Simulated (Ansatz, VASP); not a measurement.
# BaHfO3 in VASP and in Ansatz

```
Ba Hf O
1.0
     4.15812    0.00000    0.00000
     0.00000    4.15812    0.00000
     0.00000    0.00000    4.15812
Ba Hf O
1 1 3
Cartesian
  2.0791 2.0791 2.0791
  0.0000 0.0000 0.0000
  0.0000 2.0791 0.0000
  2.0791 0.0000 0.0000
  0.0000 0.0000 2.0791
```

Alike in both runs: task single point; functional PBEsol; k mesh 6 × 6 × 6; occupations gaussian, width 0.02 eV; no spin polarisation.

|  | VASP | Ansatz |
| --- | --- | --- |
| version | VASP 6.6.1 | Ansatz 0.2.0 |
| potentials or method | VASP PAW PBE potentials, release 64 (Ba_sv, Hf_pv, O), cutoff 600 eV | scalar-relativistic, all-electron LAPW |

VASP gave:

| Property | Result |
| --- | --- |
| gap on the k mesh at the Fermi level (eV) | 3.50 |
| least direct gap on the mesh (eV) | 3.70 |
| pressure (GPa) | -0.6 |

Question: Which values does Ansatz return?

Answer: gap on the k mesh at the Fermi level (eV): 3.58; least direct gap on the mesh (eV): 3.66; pressure (GPa): 0.0.

VASP's potentials were made for PBE, not for PBEsol. Ansatz ran all-electron here, and VASP with PAW potentials.

Neither program's run includes spin-orbit coupling.
